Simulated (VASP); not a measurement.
# SiC (I-4m2) in VASP: a series of runs

The runs below take SiC through single point, with PBE.

Program: VASP 6.6.1. These are calculated values, not measurements. Logs are shortened: lines on timing, memory, paths and dates and some standing lists are left out, and cuts for length are marked.

### Step 1. The cell of the first run

It takes space group I-4m2 (No. 119, tetragonal). Conventional cell: a = 2.829 Å, b = 2.829 Å, c = 4.696 Å, α = 90.00°, β = 90.00°, γ = 90.00°. Si (site symmetry -4m2) has 4 C at 1.84 Å within 2.4 Å. C (site symmetry -4m2) has 4 Si at 1.84 Å within 2.4 Å.

### Step 2. Single point, PBE (strain -0.080 along x and y, +0.080 along z)

INCAR reads:

```
SYSTEM = SiC
PREC     = Accurate       ! precision mode
ENCUT    = 520            ! plane-wave cutoff, eV
EDIFF    = 1E-7           ! SCF threshold, eV
ISMEAR   = 0              ! smearing method
SIGMA    = 0.05           ! smearing width, eV
LREAL    = .False.        ! projectors in reciprocal space
LASPH    = .True.         ! aspherical terms in the spheres
NELM     = 80             ! most SCF steps
ALGO     = Normal         ! electronic algorithm
ISIF     = 2              ! what is computed and relaxed
LWAVE    = .False.        ! write WAVECAR
LCHARG   = .False.        ! write CHGCAR
GGA      = PE             ! functional
NBANDS   = 11             ! bands
```

KPOINTS reads:

```
regular mesh
0
Gamma
  12 12 12
  0 0 0
```

POSCAR reads:

```
SiC
1.0
    0.0000000000      2.0000800000      2.3479200000
    2.0000800000      0.0000000000      2.3479200000
    2.0000800000      2.0000800000      0.0000000000
Si C
1 1
Direct
    0.0000000000      0.0000000000      0.0000000000
    0.7500000000      0.7500000000      0.7500000000
```

Potentials or basis: VASP PAW PBE potentials, release 64 (Si, C).

On the command line:

```console
$ cat potpaw_PBE.64/Si/POTCAR potpaw_PBE.64/C/POTCAR > POTCAR
$ mpirun -np 1 vasp_std > vasp.out
```

OUTCAR:

```text
SYSTEM = SiC
   PREC = Accurate
   ENCUT = 520
   EDIFF = 1E-7
   ISMEAR = 0
   LREAL = .False.
   LASPH = .True.
   NELM = 80
   ISIF = 2
   GGA = PE

 ion  position               nearest neighbor table
   1  0.000  0.000  0.000-   2 1.84   2 1.84   2 1.84   2 1.84
   2  0.750  0.750  0.750-   1 1.84   1 1.84   1 1.84   1 1.84

  LATTYP: Found a body centered tetragonal cell.
 ALAT       =     2.8285402618
 C/A-ratio  =     1.6601637471

  Lattice vectors:

 A1 = (  -2.0000800000,   0.0000000000,   2.3479200000)
 A2 = (   2.0000800000,   0.0000000000,   2.3479200000)
 A3 = (   0.0000000000,   2.0000800000,  -2.3479200000)

Analysis of symmetry for initial positions (statically):
=====================================================================
 Subroutine PRICEL returns:
 Original cell was already a primitive cell.

 Routine SETGRP: Setting up the symmetry group for a
 body centered tetragonal supercell.

 Subroutine GETGRP returns: Found  8 space group operations
 (whereof  8 operations were pure point group operations)
 out of a pool of 16 trial point group operations.

The static configuration has the point symmetry D_2d.

Analysis of symmetry for dynamics (positions and initial velocities):
=====================================================================
 Subroutine PRICEL returns:
 Original cell was already a primitive cell.

 Routine SETGRP: Setting up the symmetry group for a
 body centered tetragonal supercell.

 Subroutine GETGRP returns: Found  8 space group operations
 (whereof  8 operations were pure point group operations)
 out of a pool of 16 trial point group operations.

The dynamic configuration has the point symmetry D_2d.

 Subroutine INISYM returns: Found  8 space group operations
 (whereof  8 operations are pure point group operations),
 and found     1 'primitive' translations

----------------------------------------------------------------------------------------

                                     Primitive cell

  volume of cell :      18.7849

  direct lattice vectors                    reciprocal lattice vectors
     0.000000000  2.000080000  2.347920000    -0.249990000  0.249990000  0.212954445
     2.000080000  0.000000000  2.347920000     0.249990000 -0.249990000  0.212954445
     2.000080000  2.000080000  0.000000000     0.249990000  0.249990000 -0.212954445

  length of vectors
     3.084322994  3.084322994  2.828540262     0.412722178  0.412722178  0.412722178

  position of ions in fractional coordinates (direct lattice)
     0.000000000  0.000000000  0.000000000
     0.750000000  0.750000000  0.750000000
[... 87 lines left out ...]
   PSTRESS=    0.0 pullay stress
   NELECT =       8.0000    total number of electrons
   NUPDOWN=      -1.0000    fix difference up-down
   EMIN   =  10.00;   EMAX   =-10.00  energy-range for DOS
   EFERMI =   0.00;   METHOD = LEGACY
   ISMEAR =     0;   SIGMA  =   0.05  broadening in eV -4-tet -1-fermi 0-gaus
   EFERMI_NEDOS =   21; number of points for ismear=-14 and -15
   IALGO  =     38    algorithm
   IMIX   =      4    mixing-type and parameters
     AMIX     =   0.40;   BMIX     =  1.00
     AMIX_MAG =   1.60;   BMIX_MAG =  1.00
  volume/ion in A,a.u.               =       9.39        63.38
  Fermi-wavevector in a.u.,A,eV,Ry     =   1.231692  2.327561 20.640928  1.517065
  Thomas-Fermi vector in A             =   2.366492
   LORBIT       =      0    0 simple, 1 ext, 2 COOP (PROOUT), +10 PAW based schemes
   GGA     = PE    functional components
   LHFCALC =     F    Hartree Fock is set to
   AEXX    =    0.0000 exact exchange contribution
   IVDW    =     0    specifies the selected vdW correction
   LEPSILON=     F    determine dielectric tensor
   LRPA    =     F    only Hartree local field effects (RPA)
 non-spin polarized calculation
 Gauss-broadening in eV      SIGMA  =   0.05
  energy-cutoff  :      520.00
  volume of cell :       18.78
 maximum number of plane-waves:       517
   NGX = 11   NGY = 11   NGZ = 11

 number of electron       8.0000000 magnetization

 Free energy of the ion-electron system (eV)
  ---------------------------------------------------
  ext. energy  EPLUGINS =         0.00000000
  ---------------------------------------------------
  free energy    TOTEN  =       -14.54434549 eV

  energy without entropy =      -14.54434540  energy(sigma->0) =      -14.54434544

 E-fermi :  10.0550     XC(G=0): -11.8112

 val. band max:        9.9130074798   @ k =  -0.0833   0.0833   0.0000
 cond. band min:      10.1837505247   @ k =   0.5000   0.0000   0.5000
 fundamental gap:      0.2707430449
 Fermi energy:        10.0549966047

 k-point     1 :       0.0000    0.0000    0.0000
  band No.  band energies     occupation
      1      -6.9166      2.00000
      2       8.3679      2.00000
      3       9.8341      2.00000
      4       9.8341      2.00000
      5      16.2553      0.00000
      6      17.3052      0.00000
      7      17.3052      0.00000
      8      17.4318      0.00000
      9      21.3818      0.00000
     10      23.8017      0.00000
     11      27.1018      0.00000
[... 309 lines left out ...]
 k-point    24 :      -0.4167    0.1667    0.0000
  band No.  band energies     occupation
      1      -2.5396      2.00000
      2       0.6447      2.00000
      3       4.8519      2.00000
      4       9.0137      2.00000
      5      15.2468      0.00000
      6      17.2194      0.00000
      7      19.5287      0.00000
      8      21.1497      0.00000
      9      25.3288      0.00000
     10      25.9632      0.00000
     11      28.2710      0.00000

 [... further k-points ...]

------------------------ aborting loop because EDIFF is reached ----------------------------------------

  FORCE on cell =-STRESS in cart. coord.  units (eV):
  Direction    XX          YY          ZZ          XY          YZ          ZX
  --------------------------------------------------------------------------------------
  -------------------------------------------------------------------------------------
  Total        5.4855687      5.4855687     -1.4012971      0.0000000     -0.0000000     -0.0000000
  in kB      467.8689375    467.8689375   -119.5178507      0.0000000     -0.0000000     -0.0000000
  external PRESSURE =     272.0733414 kB  Pullay stress =       0.0000000 kB

 VOLUME and BASIS-vectors are now :
 -----------------------------------------------------------------------------
  energy-cutoff  :      520.00
  volume of cell :       18.78
      direct lattice vectors                 reciprocal lattice vectors
     0.000000000  2.000080000  2.347920000    -0.249990000  0.249990000  0.212954445
     2.000080000  0.000000000  2.347920000     0.249990000 -0.249990000  0.212954445
     2.000080000  2.000080000  0.000000000     0.249990000  0.249990000 -0.212954445

 POSITION                                       TOTAL-FORCE (eV/Angst)
 -----------------------------------------------------------------------------------
      0.00000      0.00000      0.00000        -0.000000     -0.000000      0.000000
      3.00012      3.00012      3.52188         0.000000      0.000000     -0.000000
 -----------------------------------------------------------------------------------
    total drift:                                0.000000      0.000000      0.000000

  FREE ENERGIE OF THE ION-ELECTRON SYSTEM (eV)
  ---------------------------------------------------
  free  energy   TOTEN  =       -14.5443454868 eV

  energy  without entropy=      -14.5443453956  energy(sigma->0) =      -14.54434544
```

OSZICAR:

```text
N       E                     dE             d eps       ncg     rms          rms(c)
DAV:   1     0.373731052828E+01    0.37373E+01   -0.39954E+03  3706   0.614E+02
DAV:   2    -0.160902214219E+02   -0.19828E+02   -0.18969E+02  4440   0.113E+02
DAV:   3    -0.166621777984E+02   -0.57196E+00   -0.57091E+00  4484   0.157E+01
DAV:   4    -0.166640792074E+02   -0.19014E-02   -0.19013E-02  4176   0.113E+00
DAV:   5    -0.166640864781E+02   -0.72707E-05   -0.72706E-05  4470   0.649E-02    0.976E+00
DAV:   6    -0.146295306477E+02    0.20346E+01   -0.66633E+00  3943   0.120E+01    0.434E+00
DAV:   7    -0.145528358830E+02    0.76695E-01   -0.49609E-01  4381   0.400E+00    0.195E+00
DAV:   8    -0.145442448893E+02    0.85910E-02   -0.21688E-02  4089   0.989E-01    0.164E-01
DAV:   9    -0.145442600110E+02   -0.15122E-04   -0.16129E-03  4459   0.231E-01    0.113E-01
DAV:  10    -0.145443431072E+02   -0.83096E-04   -0.17423E-04  4086   0.853E-02    0.253E-02
DAV:  11    -0.145443450226E+02   -0.19154E-05   -0.22985E-05  4357   0.271E-02    0.580E-03
DAV:  12    -0.145443454313E+02   -0.40867E-06   -0.89758E-07  4171   0.617E-03    0.107E-03
DAV:  13    -0.145443454868E+02   -0.55521E-07   -0.45156E-08  2776   0.157E-03
   1 F= -.14544345E+02 E0= -.14544345E+02  d E =-.911995E-07
```

stdout:

```text
POSCAR found type information on POSCAR SiC
 POSCAR found :  2 types and       2 ions
 scaLAPACK will be used
 LDA part: xc-table for (Slater+PW92), standard interpolation
 POSCAR, INCAR and KPOINTS ok, starting setup
 FFT: planning ... GRIDC
 FFT: planning ... GRID_SOFT
 FFT: planning ... GRID
 WAVECAR not read
 entering main loop
```

Wall time 14 s (1 thread of Intel Xeon Platinum 8375C at 2.90GHz (Ice Lake), shared host); peak memory 0.15 GiB.

Results:

- Free energy: -14.5443 eV
- Pressure: 27.2 GPa
- Band gap on the k mesh: 0.27 eV (least direct gap 4.01 eV)

Caveat: the cell differs from its parent crystal (strain -0.080 along x and y, +0.080 along z); the cell stands under pressure.

(Continued in part 2 of 2.)
